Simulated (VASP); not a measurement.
# AgCl in VASP: further runs

Aim: see how the results for AgCl move with the level of theory and the settings. Levels: PBE, r2SCAN. Tasks: single point.

All numbers are computed with VASP 6.6.1; they aren't measurements. Logs are shortened: lines on timing, memory, paths and dates and some standing lists are left out, and cuts for length are marked.

**1. The cell of the first run**

It takes space group P4/mmm (No. 123, tetragonal). Conventional cell: a = 3.396 Å, b = 3.396 Å, c = 3.411 Å, α = 90.00°, β = 90.00°, γ = 90.00°. Ag (site symmetry 4/mmm) has 8 Cl at 2.95 Å and 6 Ag at 3.40 to 3.41 Å within 3.9 Å. Cl (site symmetry 4/mmm) has 8 Ag at 2.95 Å and 6 Cl at 3.40 to 3.41 Å within 3.9 Å.

**2. Single point, PBE (uniaxial x strain +0.5%)**

The input, INCAR:

```
PREC = Accurate ; ENCUT = 520
EDIFF = 1E-6 ; ISMEAR = -1
SIGMA = 0.02 ; LREAL = False
LASPH = True ; NELM = 80
ALGO = Normal ; ISIF = 2
LWAVE = False ; LCHARG = True
GGA = PE ; LELF = True
LVHAR = True ; NBANDS = 16
```

The input, KPOINTS:

```
regular mesh
0
Gamma
  8 8 8
```

The input, POSCAR:

```
AgCl
1.0
    3.4108681844      0.0000000000      0.0000000000
    0.0000000000      3.3955880382      0.0000000000
    0.0000000000      0.0000000000      3.3955880382
Ag Cl
1 1
Direct
    0.0000000000      0.0000000000      0.0000000000
    0.5000000000      0.5000000000      0.5000000000
```

Potentials or basis: VASP PAW PBE potentials, release 64 (Ag, Cl).

Launch:

```
cat potpaw_PBE.64/Ag/POTCAR potpaw_PBE.64/Cl/POTCAR > POTCAR
mpirun -np 1 vasp_std > vasp.out
```

OUTCAR:

```text
PREC = Accurate
   ENCUT = 520
   EDIFF = 1E-6
   ISMEAR = -1
   LREAL = False
   LASPH = True
   NELM = 80
   ISIF = 2
   GGA = PE

 ion  position               nearest neighbor table
   1  0.000  0.000  0.000-   2 2.95   2 2.95   2 2.95   2 2.95   2 2.95   2 2.95   2 2.95   2 2.95

   2  0.500  0.500  0.500-   1 2.95   1 2.95   1 2.95   1 2.95   1 2.95   1 2.95   1 2.95   1 2.95

  LATTYP: Found a simple tetragonal cell.
 ALAT       =     3.3955880382
 C/A-ratio  =     1.0045000000

  Lattice vectors:

 A1 = (   0.0000000000,   3.3955880382,   0.0000000000)
 A2 = (   0.0000000000,   0.0000000000,   3.3955880382)
 A3 = (   3.4108681844,   0.0000000000,   0.0000000000)

Analysis of symmetry for initial positions (statically):
=====================================================================
 Subroutine PRICEL returns:
 Original cell was already a primitive cell.

 Routine SETGRP: Setting up the symmetry group for a
 simple tetragonal supercell.

 Subroutine GETGRP returns: Found 16 space group operations
 (whereof 16 operations were pure point group operations)
 out of a pool of 16 trial point group operations.

The static configuration has the point symmetry D_4h.

Analysis of symmetry for dynamics (positions and initial velocities):
=====================================================================
 Subroutine PRICEL returns:
 Original cell was already a primitive cell.

 Routine SETGRP: Setting up the symmetry group for a
 simple tetragonal supercell.

 Subroutine GETGRP returns: Found 16 space group operations
 (whereof 16 operations were pure point group operations)
 out of a pool of 16 trial point group operations.

The dynamic configuration has the point symmetry D_4h.

 Subroutine INISYM returns: Found 16 space group operations
 (whereof 16 operations are pure point group operations),
 and found     1 'primitive' translations

----------------------------------------------------------------------------------------

                                     Primitive cell

  volume of cell :      39.3274

  direct lattice vectors                    reciprocal lattice vectors
     3.410868184  0.000000000  0.000000000     0.293180488  0.000000000  0.000000000
     0.000000000  3.395588038  0.000000000     0.000000000  0.294499801  0.000000000
     0.000000000  0.000000000  3.395588038     0.000000000  0.000000000  0.294499801

  length of vectors
[... 80 lines left out ...]
   ENCUT  =  520.0 eV  38.22 Ry    6.18 a.u.   6.34  6.31  6.31*2*pi/ulx,y,z
   NELM   =     80;   NELMIN=  2; NELMDL= -5     # of ELM steps
   EDIFF  = 0.1E-05   stopping-criterion for ELM
   LREAL  =      F    real-space projection
   EDIFFG = 0.1E-04   stopping-criterion for IOM
   NSW    =      0    number of steps for IOM
   IBRION =     -1    ionic relax: 0-MD 1-quasi-New 2-CG
   NFREE  =      0    steps in history (QN), initial steepest desc. (CG)
   ISIF   =      2    stress and relaxation
   ISYM   =      2    0-nonsym 1-usesym 2-fastsym
   POTIM  = 0.5000    time-step for ionic-motion
   TEBEG  =    0.0;   TEEND  =   0.0 temperature during run
   PSTRESS=    0.0 pullay stress
   NELECT =      18.0000    total number of electrons
   NUPDOWN=      -1.0000    fix difference up-down
   EMIN   =  10.00;   EMAX   =-10.00  energy-range for DOS
   EFERMI =   0.00;   METHOD = LEGACY
   ISMEAR =    -1;   SIGMA  =   0.02  broadening in eV -4-tet -1-fermi 0-gaus
   EFERMI_NEDOS =   21; number of points for ismear=-14 and -15
   IALGO  =     38    algorithm
   IMIX   =      4    mixing-type and parameters
     AMIX     =   0.40;   BMIX     =  1.00
     AMIX_MAG =   1.60;   BMIX_MAG =  1.00
  volume/ion in A,a.u.               =      19.66       132.70
  Fermi-wavevector in a.u.,A,eV,Ry     =   1.261636  2.384146 21.656734  1.591725
  Thomas-Fermi vector in A             =   2.395085
   LORBIT       =      0    0 simple, 1 ext, 2 COOP (PROOUT), +10 PAW based schemes
   GGA     = PE    functional components
   LHFCALC =     F    Hartree Fock is set to
   AEXX    =    0.0000 exact exchange contribution
   IVDW    =     0    specifies the selected vdW correction
   LEPSILON=     F    determine dielectric tensor
   LRPA    =     F    only Hartree local field effects (RPA)
 non-spin polarized calculation
  energy-cutoff  :      520.00
  volume of cell :       39.33
 maximum number of plane-waves:      1074
 NGX is ok and might be reduce to    28
   NGX = 13   NGY = 13   NGZ = 13

 number of electron      18.0000003 magnetization

 Free energy of the ion-electron system (eV)
  ---------------------------------------------------
  ext. energy  EPLUGINS =         0.00000000
  ---------------------------------------------------
  free energy    TOTEN  =        -5.11807699 eV

  energy without entropy =       -5.11807699  energy(sigma->0) =       -5.11807699

 E-fermi :   4.5633     XC(G=0): -10.5413

 val. band max:        4.2570704995   @ k =   0.5000   0.0000   0.0000
 cond. band min:       4.8359136685   @ k =   0.0000   0.0000   0.0000
 fundamental gap:      0.5788431690
 Fermi energy:         4.5633318651

 k-point     1 :       0.0000    0.0000    0.0000
  band No.  band energies     occupation
      1     -10.4998      2.00000
      2       1.4120      2.00000
      3       1.4200      2.00000
      4       2.4118      2.00000
      5       2.4118      2.00000
      6       2.4170      2.00000
[... 433 lines left out ...]
      3       0.6466      2.00000
      4       1.7506      2.00000
      5       1.9245      2.00000
      6       2.1637      2.00000
[... 8 lines left out ...]
     15      18.2821      0.00000
     16      21.2259      0.00000

 [... further k-points ...]

------------------------ aborting loop because EDIFF is reached ----------------------------------------

  FORCE on cell =-STRESS in cart. coord.  units (eV):
  Direction    XX          YY          ZZ          XY          YZ          ZX
  --------------------------------------------------------------------------------------
  -------------------------------------------------------------------------------------
  Total        0.2617439      0.3170308      0.3170308      0.0000000      0.0000000     -0.0000000
  in kB       10.6633162     12.9156770     12.9156770      0.0000000      0.0000000     -0.0000000
  external PRESSURE =      12.1648900 kB  Pullay stress =       0.0000000 kB

 VOLUME and BASIS-vectors are now :
 -----------------------------------------------------------------------------
  energy-cutoff  :      520.00
  volume of cell :       39.33
      direct lattice vectors                 reciprocal lattice vectors
     3.410868184  0.000000000  0.000000000     0.293180488  0.000000000  0.000000000
     0.000000000  3.395588038  0.000000000     0.000000000  0.294499801  0.000000000
     0.000000000  0.000000000  3.395588038     0.000000000  0.000000000  0.294499801

 POSITION                                       TOTAL-FORCE (eV/Angst)
 -----------------------------------------------------------------------------------
      0.00000      0.00000      0.00000         0.000000      0.000000      0.000000
      1.70543      1.69779      1.69779         0.000000      0.000000      0.000000
 -----------------------------------------------------------------------------------
    total drift:                               -0.000000      0.000000      0.000000

  FREE ENERGIE OF THE ION-ELECTRON SYSTEM (eV)
  ---------------------------------------------------
  free  energy   TOTEN  =        -5.1180769935 eV

  energy  without entropy=       -5.1180769906  energy(sigma->0) =       -5.11807699
```

stdout:

```text
POSCAR found type information on POSCAR AgCl
 POSCAR found :  2 types and       2 ions
 scaLAPACK will be used
 LDA part: xc-table for (Slater+PW92), standard interpolation
 POSCAR, INCAR and KPOINTS ok, starting setup
 FFT: planning ... GRIDC
 FFT: planning ... GRID_SOFT
 FFT: planning ... GRID
 WAVECAR not read
 entering main loop
```

Wall time 71 s (1 thread of Intel Xeon 8259CL, shared host); peak memory 0.19 GiB.

Results:

| Property | Result |
| --- | --- |
| Free energy | -5.1181 eV |
| Pressure | 1.2 GPa |
| Band gap on the k mesh | 0.58 eV (least direct gap 2.16 eV) |

Caveat: the cell differs from its parent crystal (uniaxial x strain +0.5%). A k mesh can miss the band edges.

**3. Single point, r2SCAN (epitaxial 111 strain -0.9%)**

The input, POSCAR:

```
AgCl
1.0
    3.4057849092      0.0390593693      0.0390593693
    0.0390593693      3.4057849092      0.0390593693
    0.0390593693      0.0390593693      3.4057849092
Ag Cl
1 1
Direct
    0.0000000000      0.0000000000      0.0000000000
    0.5000000000      0.5000000000      0.5000000000
```

The input, INCAR.step1:

```
SYSTEM = AgCl
  PREC = Accurate
  ENCUT = 520
  ISMEAR = 0
  SIGMA = 0.01
  LREAL = .False.
  LASPH = .True.
  NELM = 60
  NBANDS = 16
  GGA = PE
  ALGO = Normal
  EDIFF = 1E-4
  LWAVE = .True.
  LCHARG = .False.
```

The input, INCAR.step2:

```
SYSTEM = AgCl
  PREC = Accurate
  ENCUT = 520
  EDIFF = 1E-7
  ISMEAR = 0
  SIGMA = 0.01
  LREAL = .False.
  LASPH = .True.
  NELM = 60
  ALGO = Normal
  ISIF = 2
  LWAVE = .False.
  LCHARG = .False.
  METAGGA = R2SCAN
  LMIXTAU = .True.
  NBANDS = 16
  ISTART = 1
```

The input, KPOINTS:

```
regular mesh
0
Gamma
  8 8 8
  0 0 0
```

Potentials or basis: VASP PAW PBE potentials, release 64 (Ag, Cl).

Launch:

```
cat potpaw_PBE.64/Ag/POTCAR potpaw_PBE.64/Cl/POTCAR > POTCAR
cp INCAR.step1 INCAR
mpirun -np 1 vasp_std > vasp.out
cp INCAR.step2 INCAR
mpirun -np 1 vasp_std > vasp.out
```

Run time: 4.4 min. Hardware: 1 thread of Intel Xeon 8259CL, shared host; peak memory 0.19 GiB.

It converged, with:

```
Free energy            : -28.4018 eV
Pressure               : -0.6 GPa
Band gap on the k mesh : 1.11 eV (least direct gap 2.73 eV)
```

Stress tensor (GPa, compression positive):
```
-0.57  0.25  0.25
 0.25 -0.57  0.25
 0.25  0.25 -0.57
```

Levels at points of the mesh, in eV from the valence-band top:
```
           k point  band 5  band 6  band 7  band 8  band 9  band 10  band 11  band 12  band 13  band 14
(0.00, 0.00, 0.00)   -1.91   -1.88   -1.77   -1.77   -1.62     1.11     9.91     9.91    14.43    14.92
(0.50, 0.00, 0.00)   -2.71   -1.85   -1.52   -0.15    0.00     5.55     6.16     9.83    10.62    10.70
(0.50, 0.50, 0.00)   -2.21   -2.19   -2.16   -1.59   -1.07     3.21     9.61     9.88    11.23    14.26
(0.50, 0.50, 0.50)   -1.57   -1.57   -0.35   -0.18   -0.18     5.03     5.33     5.33     7.51    18.45
```

Caveat: the cell differs from its parent crystal (epitaxial 111 strain -0.9%); the PAW data sets were made with another functional, which shifts forces and pressure a little. A k mesh can miss the band edges.

**4. Single point, r2SCAN (strain along [111] +4.5%)**

The input, POSCAR:

```
AgCl
1.0
    3.4461823000      0.0505942618      0.0505942618
    0.0505942618      3.4461823000      0.0505942618
    0.0505942618      0.0505942618      3.4461823000
Ag Cl
1 1
Direct
    0.0000000000      0.0000000000      0.0000000000
    0.5000000000      0.5000000000      0.5000000000
```

The input, INCAR.step1:

```
ALGO     = Normal         # electronic algorithm
EDIFF    = 1E-4           # SCF threshold, eV
ENCUT    = 520            # plane-wave cutoff, eV
GGA      = PE             # functional
ISMEAR   = 0              # smearing method
LASPH    = T              # aspherical terms in the spheres
LCHARG   = F              # write CHGCAR
LREAL    = F              # projectors in reciprocal space
LWAVE    = T              # write WAVECAR
NBANDS   = 16             # bands
NELM     = 80             # most SCF steps
PREC     = Accurate       # precision mode
SIGMA    = 0.01           # smearing width, eV
```

The input, INCAR.step2:

```
ALGO     = Normal         # electronic algorithm
EDIFF    = 1E-7           # SCF threshold, eV
ENCUT    = 520            # plane-wave cutoff, eV
ISIF     = 2              # what is computed and relaxed
ISMEAR   = 0              # smearing method
ISTART   = 1            
LASPH    = T              # aspherical terms in the spheres
LCHARG   = T              # write CHGCAR
LELF     = T              # ELF
LMIXTAU  = T            
LREAL    = F              # projectors in reciprocal space
LVHAR    = T            
LWAVE    = F              # write WAVECAR
METAGGA  = R2SCAN         # meta-GGA
NBANDS   = 16             # bands
NELM     = 80             # most SCF steps
PREC     = Accurate       # precision mode
SIGMA    = 0.01           # smearing width, eV
```

The input, KPOINTS:

```
k-points
0
Gamma
  8 8 8
```

Launch:

```
cat potpaw_PBE.64/Ag/POTCAR potpaw_PBE.64/Cl/POTCAR > POTCAR
cp INCAR.step1 INCAR
mpirun -np 1 vasp_std > vasp.out
cp INCAR.step2 INCAR
mpirun -np 1 vasp_std > vasp.out
```

It took 4 min on 1 thread of Intel Xeon 8259CL, shared host; peak memory 0.19 GiB.

Results (log left out):

| Quantity | Value |
| --- | --- |
| Free energy | -28.3913 eV |
| Pressure | -2.3 GPa |
| Band gap on the k mesh | 1.08 eV (least direct gap 2.58 eV) |

Stress tensor (GPa, compression positive):
```
-2.30  0.35  0.35
 0.35 -2.30  0.35
 0.35  0.35 -2.30
```

Levels at points of the mesh, in eV from the valence-band top:
| k point | band 5 | band 6 | band 7 | band 8 | band 9 | band 10 | band 11 | band 12 | band 13 | band 14 |
| --- | --- | --- | --- | --- | --- | --- | --- | --- | --- | --- |
| (0.00, 0.00, 0.00) | -1.85 | -1.82 | -1.68 | -1.68 | -1.50 | 1.08 | 9.94 | 9.94 | 14.07 | 14.65 |
| (0.50, 0.00, 0.00) | -2.59 | -1.80 | -1.48 | -0.17 | 0.00 | 5.51 | 5.98 | 9.89 | 10.64 | 10.72 |
| (0.50, 0.50, 0.00) | -2.14 | -2.11 | -2.08 | -1.55 | -1.01 | 3.23 | 9.41 | 9.75 | 11.16 | 14.17 |
| (0.50, 0.50, 0.50) | -1.54 | -1.54 | -0.39 | -0.19 | -0.19 | 5.08 | 5.46 | 5.46 | 7.32 | 17.97 |

Caveat: the cell differs from its parent crystal (strain along [111] +4.5%); the PAW data sets were made with another functional, which shifts forces and pressure a little.

**5. Single point, r2SCAN (uniaxial x strain +0.5%)**

The input, POSCAR:

```
AgCl
1.0
    3.4108681844      0.0000000000      0.0000000000
    0.0000000000      3.3955880382      0.0000000000
    0.0000000000      0.0000000000      3.3955880382
Ag Cl
1 1
Direct
    0.0000000000      0.0000000000      0.0000000000
    0.5000000000      0.5000000000      0.5000000000
```

The input, INCAR.step1:

```
SYSTEM = AgCl
  ALGO = Normal
  EDIFF = 1E-4
  ENCUT = 520
  GGA = PE
  ISMEAR = 0
  LASPH = .TRUE.
  LCHARG = .FALSE.
  LREAL = .FALSE.
  LWAVE = .TRUE.
  NBANDS = 16
  NELM = 80
  PREC = Accurate
  SIGMA = 0.01
```

The input, INCAR.step2:

```
SYSTEM = AgCl
  ALGO = Normal
  EDIFF = 1E-7
  ENCUT = 520
  ISIF = 2
  ISMEAR = 0
  ISTART = 1
  LASPH = .TRUE.
  LCHARG = .FALSE.
  LMIXTAU = .TRUE.
  LREAL = .FALSE.
  LWAVE = .FALSE.
  METAGGA = R2SCAN
  NBANDS = 16
  NELM = 80
  PREC = Accurate
  SIGMA = 0.01
```

The input, KPOINTS:

```
k-points
0
G
  8 8 8
  0 0 0
```

Launch:

```
cat potpaw_PBE.64/Ag/POTCAR potpaw_PBE.64/Cl/POTCAR > POTCAR
cp INCAR.step1 INCAR
mpirun -np 1 vasp_std > vasp.out
cp INCAR.step2 INCAR
mpirun -np 1 vasp_std > vasp.out
```

It took 4.4 min on 1 thread of Intel Xeon 8259CL, shared host; peak memory 0.2 GiB.

The run converged. Its results:

```yaml
Free_energy: -28.4000 eV
Pressure: -0.4 GPa
Band_gap_on_the_k_mesh: 1.18 eV (least direct gap 2.83 eV)
```

Stress tensor (GPa, compression positive):
```
-0.55  0.00  0.00
 0.00 -0.29  0.00
 0.00  0.00 -0.29
```

Levels at points of the mesh, in eV from the valence-band top:
| k point | band 7 | band 8 | band 9 | band 10 | band 11 | band 12 |
| --- | --- | --- | --- | --- | --- | --- |
| (0.00, 0.00, 0.00) | -1.69 | -1.65 | -1.65 | 1.18 | 9.95 | 9.99 |
| (0.50, 0.00, 0.00) | -1.48 | 0.00 | 0.00 | 5.65 | 6.23 | 9.94 |
| (0.00, 0.50, 0.00) | -1.46 | -0.01 | 0.00 | 5.62 | 6.25 | 9.93 |
| (0.50, 0.50, 0.00) | -2.12 | -1.53 | -0.99 | 3.26 | 9.81 | 9.86 |
| (0.00, 0.50, 0.50) | -2.13 | -1.52 | -1.02 | 3.30 | 9.81 | 9.81 |
| (0.50, 0.50, 0.50) | -0.17 | -0.17 | -0.16 | 5.28 | 5.28 | 5.29 |

Caveat: the cell differs from its parent crystal (uniaxial x strain +0.5%); the PAW data sets were made with another functional, which shifts forces and pressure a little. A k mesh can miss the band edges.

**6. The runs side by side**

```tsv
level	cell	smearing	gap on the mesh (eV)	pressure (GPa)
PBE	a = 3.411, b = 3.396, c = 3.396 Å, 2 atoms	fermi-dirac 0.02 eV	0.58	1.2
r2SCAN	a = 3.406 Å, angles 88.7°, 2 atoms	gaussian 0.01 eV	1.11	-0.6
r2SCAN	a = 3.447 Å, angles 88.3°, 2 atoms	gaussian 0.01 eV	1.08	-2.3
r2SCAN	a = 3.411, b = 3.396, c = 3.396 Å, 2 atoms	gaussian 0.01 eV	1.18	-0.4
```

Alike in all rows: task single point; potentials or basis VASP PAW PBE potentials, release 64 (Ag, Cl); no spin polarisation; k mesh 8 × 8 × 8; cutoff (eV) 520.

Caveats: the PAW data sets were made with another functional, which shifts forces and pressure a little (at least some runs).

Absolute energies hang on the potentials; compare differences alone.
